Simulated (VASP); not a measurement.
# Ta5C (P6/mmm) in VASP: single point with PBE

Aim: the single point of Ta5C with PBE.

All numbers are computed with VASP 6.6.1; they aren't measurements. Logs are shortened: lines on timing, memory, paths and dates and some standing lists are left out, and cuts for length are marked.

## Step 1: The cell of the first run

The structure is hexagonal, space group P6/mmm (No. 191). The conventional cell has a = 5.188 Å, b = 5.188 Å, c = 5.114 Å, α = 90.00°, β = 90.00°, γ = 120.00°. Ta (site symmetry -6m2) has 9 Ta at 2.96 to 3.00 Å and 3 C at 3.00 Å within 3.9 Å. Ta (site symmetry mmm) has 8 Ta at 2.59 to 2.96 Å within 3.4 Å. C (site symmetry 6/mmm) has 18 Ta at 3.00 to 3.64 Å within 3.9 Å.

## Step 2: Single point, PBE

INCAR reads:

```
PREC     = Accurate       # precision mode
ENCUT    = 520            # plane-wave cutoff, eV
EDIFF    = 1E-6           # SCF threshold, eV
ISMEAR   = 0              # smearing method
SIGMA    = 0.1            # smearing width, eV
LREAL    = F              # projectors in reciprocal space
LASPH    = T              # aspherical terms in the spheres
NELM     = 60             # most SCF steps
ALGO     = Normal         # electronic algorithm
ISIF     = 2              # what is computed and relaxed
LWAVE    = F              # write WAVECAR
LCHARG   = T              # write CHGCAR
GGA      = PE             # functional
LELF     = T              # ELF
LVHAR    = T            
NBANDS   = 38             # bands
```

KPOINTS reads:

```
Automatic mesh
0
Gamma
  12 12 8
```

POSCAR reads:

```
Ta5C
1.0
    5.1881564217      0.0000000000      0.0000000000
   -2.5940782108      4.4930752600      0.0000000000
    0.0000000000      0.0000000000      5.1141454719
Ta C
5 1
Direct
    0.6666666667      0.3333333333      0.0000000000
    0.5000000000      0.0000000000      0.5000000000
    0.5000000000      0.5000000000      0.5000000000
    0.0000000000      0.5000000000      0.5000000000
    0.3333333333      0.6666666667      0.0000000000
    0.0000000000      0.0000000000      0.0000000000
```

Potentials or basis: VASP PAW PBE potentials, release 64 (Ta_pv, C).

Command:

```bash
cat potpaw_PBE.64/Ta_pv/POTCAR potpaw_PBE.64/C/POTCAR > POTCAR
mpirun -np 1 vasp_std > vasp.out
```

OUTCAR:

```text
PREC = Accurate
   ENCUT = 520
   EDIFF = 1E-6
   ISMEAR = 0
   LREAL = F
   LASPH = T
   NELM = 60
   ISIF = 2
   GGA = PE

 ion  position               nearest neighbor table
   1  0.667  0.333  0.000-   2 2.96   2 2.96   4 2.96   4 2.96   3 2.96   3 2.96   5 3.00   5 3.00
                             5 3.00
   2  0.500  0.000  0.500-   3 2.59   3 2.59   4 2.59   4 2.59   1 2.96   5 2.96   1 2.96   5 2.96

   3  0.500  0.500  0.500-   2 2.59   2 2.59   4 2.59   4 2.59   1 2.96   5 2.96   1 2.96   5 2.96

   4  0.000  0.500  0.500-   3 2.59   3 2.59   2 2.59   2 2.59   1 2.96   5 2.96   1 2.96   5 2.96

   5  0.333  0.667  0.000-   2 2.96   2 2.96   4 2.96   4 2.96   3 2.96   3 2.96   1 3.00   1 3.00
                             1 3.00
   6  0.000  0.000  0.000-

  LATTYP: Found a hexagonal cell.
 ALAT       =     5.1881564217
 C/A-ratio  =     0.9857346341

  Lattice vectors:

 A1 = (   5.1881564217,   0.0000000000,   0.0000000000)
 A2 = (  -2.5940782108,   4.4930752600,   0.0000000000)
 A3 = (   0.0000000000,   0.0000000000,   5.1141454719)

Analysis of symmetry for initial positions (statically):
=====================================================================
 Subroutine PRICEL returns:
 Original cell was already a primitive cell.

 Routine SETGRP: Setting up the symmetry group for a
 hexagonal supercell.

 Subroutine GETGRP returns: Found 24 space group operations
 (whereof 24 operations were pure point group operations)
 out of a pool of 24 trial point group operations.

The static configuration has the point symmetry D_6h.

Analysis of symmetry for dynamics (positions and initial velocities):
=====================================================================
 Subroutine PRICEL returns:
 Original cell was already a primitive cell.

 Routine SETGRP: Setting up the symmetry group for a
 hexagonal supercell.

 Subroutine GETGRP returns: Found 24 space group operations
 (whereof 24 operations were pure point group operations)
 out of a pool of 24 trial point group operations.

The dynamic configuration has the point symmetry D_6h.

 Subroutine INISYM returns: Found 24 space group operations
 (whereof 24 operations are pure point group operations),
 and found     1 'primitive' translations

----------------------------------------------------------------------------------------

                                     Primitive cell

  volume of cell :     119.2147

  direct lattice vectors                    reciprocal lattice vectors
     5.188156422  0.000000000  0.000000000     0.192746694  0.111282356  0.000000000
    -2.594078211  4.493075260  0.000000000     0.000000000  0.222564712  0.000000000
     0.000000000  0.000000000  5.114145472     0.000000000  0.000000000  0.195536088

  length of vectors
     5.188156422  5.188156422  5.114145472     0.222564712  0.222564712  0.195536088

  position of ions in fractional coordinates (direct lattice)
     0.666666667  0.333333333  0.000000000
     0.500000000  0.000000000  0.500000000
     0.500000000  0.500000000  0.500000000
     0.000000000  0.500000000  0.500000000
     0.333333333  0.666666667  0.000000000
     0.000000000  0.000000000  0.000000000

  ion indices of the primitive-cell ions
   primitive index   ion index
                 1           1
                 2           2
                 3           3
                 4           4
                 5           5
                 6           6

----------------------------------------------------------------------------------------

 KPOINTS: Automatic mesh

Automatic generation of k-mesh.
 Grid dimensions read from file:
 generate k-points for:   12   12    8

 Generating k-lattice:

  Cartesian coordinates                     Fractional coordinates (reciprocal lattice)
     0.016062225  0.009273530  0.000000000     0.083333333  0.000000000  0.000000000
     0.000000000  0.018547059  0.000000000     0.000000000  0.083333333  0.000000000
     0.000000000  0.000000000  0.024442011     0.000000000  0.000000000  0.125000000

  Length of vectors
     0.018547059  0.018547059  0.024442011

  Shift w.r.t. Gamma in fractional coordinates (k-lattice)
     0.000000000  0.000000000  0.000000000

 Subroutine IBZKPT returns following result:
 ===========================================

 Found     95 irreducible k-points:

 Following reciprocal coordinates:
            Coordinates               Weight
  0.000000  0.000000  0.000000      1.000000
  0.083333  0.000000  0.000000      6.000000
  0.166667  0.000000  0.000000      6.000000
  0.250000  0.000000  0.000000      6.000000
  0.333333  0.000000  0.000000      6.000000
  0.416667  0.000000  0.000000      6.000000
[... 16 lines left out ...]
  0.250000  0.000000  0.125000     12.000000
  0.333333  0.000000  0.125000     12.000000
 [... further k-points ...]
   k-points           NKPTS =     95   k-points in BZ     NKDIM =     95   number of bands    NBANDS=     38
   number of dos      NEDOS =    301   number of ions     NIONS =      6
   total plane-waves  NPLWV =  64000
   dimension x,y,z NGX =    40 NGY =   40 NGZ =   40
   dimension x,y,z NGXF=    80 NGYF=   80 NGZF=   80
   ions per type =               5   1
   NGX,Y,Z   is equivalent  to a cutoff of  12.82, 12.82, 13.00 a.u.
   NGXF,Y,Z  is equivalent  to a cutoff of  25.63, 25.63, 26.01 a.u.
 SYSTEM =  unknown system
   PREC   = accura    normal or accurate (medium, high low for compatibility)
   ISTART =      0    job   : 0-new  1-cont  2-samecut
   ICHARG =      2    charge: 1-file 2-atom 10-const
   ISPIN  =      1    spin polarized calculation?
   LNONCOLLINEAR =      F non collinear calculations
   LSORBIT =      F    spin-orbit coupling
   LASPH  =      T    aspherical Exc in radial PAW
   ENCUT  =  520.0 eV  38.22 Ry    6.18 a.u.   9.65  9.65  9.51*2*pi/ulx,y,z
   NELM   =     60;   NELMIN=  2; NELMDL= -5     # of ELM steps
   EDIFF  = 0.1E-05   stopping-criterion for ELM
   LREAL  =      F    real-space projection
   EDIFFG = 0.1E-04   stopping-criterion for IOM
   NSW    =      0    number of steps for IOM
   IBRION =     -1    ionic relax: 0-MD 1-quasi-New 2-CG
   NFREE  =      0    steps in history (QN), initial steepest desc. (CG)
   ISIF   =      2    stress and relaxation
   ISYM   =      2    0-nonsym 1-usesym 2-fastsym
   POTIM  = 0.5000    time-step for ionic-motion
   TEBEG  =    0.0;   TEEND  =   0.0 temperature during run
   PSTRESS=    0.0 pullay stress
   NELECT =      59.0000    total number of electrons
   NUPDOWN=      -1.0000    fix difference up-down
   EMIN   =  10.00;   EMAX   =-10.00  energy-range for DOS
   EFERMI =   0.00;   METHOD = LEGACY
   ISMEAR =     0;   SIGMA  =   0.10  broadening in eV -4-tet -1-fermi 0-gaus
   EFERMI_NEDOS =   21; number of points for ismear=-14 and -15
   IALGO  =     38    algorithm
   IMIX   =      4    mixing-type and parameters
     AMIX     =   0.40;   BMIX     =  1.00
     AMIX_MAG =   1.60;   BMIX_MAG =  1.00
  volume/ion in A,a.u.               =      19.87       134.08
  Fermi-wavevector in a.u.,A,eV,Ry     =   1.294938  2.447078 22.815117  1.676864
  Thomas-Fermi vector in A             =   2.426489
   LORBIT       =      0    0 simple, 1 ext, 2 COOP (PROOUT), +10 PAW based schemes
   GGA     = PE    functional components
   LHFCALC =     F    Hartree Fock is set to
   AEXX    =    0.0000 exact exchange contribution
   IVDW    =     0    specifies the selected vdW correction
   LEPSILON=     F    determine dielectric tensor
   LRPA    =     F    only Hartree local field effects (RPA)
 non-spin polarized calculation
 Gauss-broadening in eV      SIGMA  =   0.10
  energy-cutoff  :      520.00
  volume of cell :      119.21
 maximum number of plane-waves:      3249
 NGX is ok and might be reduce to    40
   NGX = 19   NGY = 19   NGZ = 19

 number of electron      59.0000001 magnetization

 Free energy of the ion-electron system (eV)
  ---------------------------------------------------
  ext. energy  EPLUGINS =         0.00000000
  ---------------------------------------------------
  free energy    TOTEN  =       -57.69160448 eV

  energy without entropy =      -57.65228619  energy(sigma->0) =      -57.67194533

 E-fermi :   3.8837     XC(G=0): -11.3889

 val. band max:        3.8834777544   @ k =   0.3333   0.0833   0.3750
 cond. band min:       3.8846856722   @ k =   0.3333   0.0000   0.3750
 fundamental gap:      0.0012079178
 Fermi energy:         3.8837069762

 k-point     1 :       0.0000    0.0000    0.0000
  band No.  band energies     occupation
      1     -31.2520      2.00000
      2     -30.6510      2.00000
      3     -30.4675      2.00000
      4     -30.4675      2.00000
      5     -30.4536      2.00000
      6     -30.4536      2.00000
[... 30 lines left out ...]
     37       7.4953      0.00000
     38       7.4953      0.00000

 k-point     2 :       0.0833    0.0000    0.0000
  band No.  band energies     occupation
      1     -31.2236      2.00000
      2     -30.6455      2.00000
      3     -30.4716      2.00000
      4     -30.4679      2.00000
      5     -30.4448      2.00000
      6     -30.4318      2.00000
[... 30 lines left out ...]
     37       7.4294      0.00000
     38       7.4691      0.00000

 k-point     3 :       0.1667    0.0000    0.0000
  band No.  band energies     occupation
      1     -31.1427      2.00000
      2     -30.6296      2.00000
      3     -30.4774      2.00000
      4     -30.4620      2.00000
      5     -30.4236      2.00000
      6     -30.3739      2.00000
[... 30 lines left out ...]
     37       7.3794      0.00000
[... 781 lines left out ...]
 k-point    23 :       0.2500    0.0000    0.1250
  band No.  band energies     occupation
      1     -31.0407      2.00000
      2     -30.5790      2.00000
      3     -30.4913      2.00000
      4     -30.4475      2.00000
      5     -30.3918      2.00000
      6     -30.2848      2.00000
[... 30 lines left out ...]
     37       6.9089      0.00000
     38       7.0733      0.00000

 k-point    24 :       0.3333    0.0000    0.1250
  band No.  band energies     occupation
      1     -30.9158      2.00000
      2     -30.5524      2.00000
      3     -30.4974      2.00000
      4     -30.4192      2.00000
      5     -30.3527      2.00000
      6     -30.2891      2.00000
[... 30 lines left out ...]
     37       6.5139      0.00000
     38       6.5785      0.00000

 [... further k-points ...]

------------------------ aborting loop because EDIFF is reached ----------------------------------------

  FORCE on cell =-STRESS in cart. coord.  units (eV):
  Direction    XX          YY          ZZ          XY          YZ          ZX
  --------------------------------------------------------------------------------------
  -------------------------------------------------------------------------------------
  Total        0.1411781      0.1411781      0.0198166      0.0000000      0.0000000     -0.0000000
  in kB        1.8973533      1.8973533      0.2663235      0.0000000      0.0000000     -0.0000000
  external PRESSURE =       1.3536767 kB  Pullay stress =       0.0000000 kB

 VOLUME and BASIS-vectors are now :
 -----------------------------------------------------------------------------
  energy-cutoff  :      520.00
  volume of cell :      119.21
      direct lattice vectors                 reciprocal lattice vectors
     5.188156422  0.000000000  0.000000000     0.192746694  0.111282356  0.000000000
    -2.594078211  4.493075260  0.000000000     0.000000000  0.222564712  0.000000000
     0.000000000  0.000000000  5.114145472     0.000000000  0.000000000  0.195536088

 POSITION                                       TOTAL-FORCE (eV/Angst)
 -----------------------------------------------------------------------------------
      2.59408      1.49769      0.00000        -0.000000      0.000000      0.000000
      2.59408      0.00000      2.55707        -0.000000      0.000000      0.000000
      1.29704      2.24654      2.55707        -0.000000      0.000000      0.000000
     -1.29704      2.24654      2.55707        -0.000000      0.000000      0.000000
     -0.00000      2.99538      0.00000         0.000000     -0.000000      0.000000
      0.00000      0.00000      0.00000        -0.000000      0.000000      0.000000
 -----------------------------------------------------------------------------------
    total drift:                               -0.000000     -0.000000     -0.000000

  FREE ENERGIE OF THE ION-ELECTRON SYSTEM (eV)
  ---------------------------------------------------
  free  energy   TOTEN  =       -57.6916044781 eV

  energy  without entropy=      -57.6522861915  energy(sigma->0) =      -57.67194533
```

It took 10 min on 1 thread of AMD EPYC 7R43 (Zen 3), shared host; peak memory 0.43 GiB.

Results:

| Item | Value |
| --- | --- |
| Free energy | -57.6916 eV |
| Pressure | 0.1 GPa |

Caveat: spin-orbit coupling is left out, which moves the levels of the heavy elements.
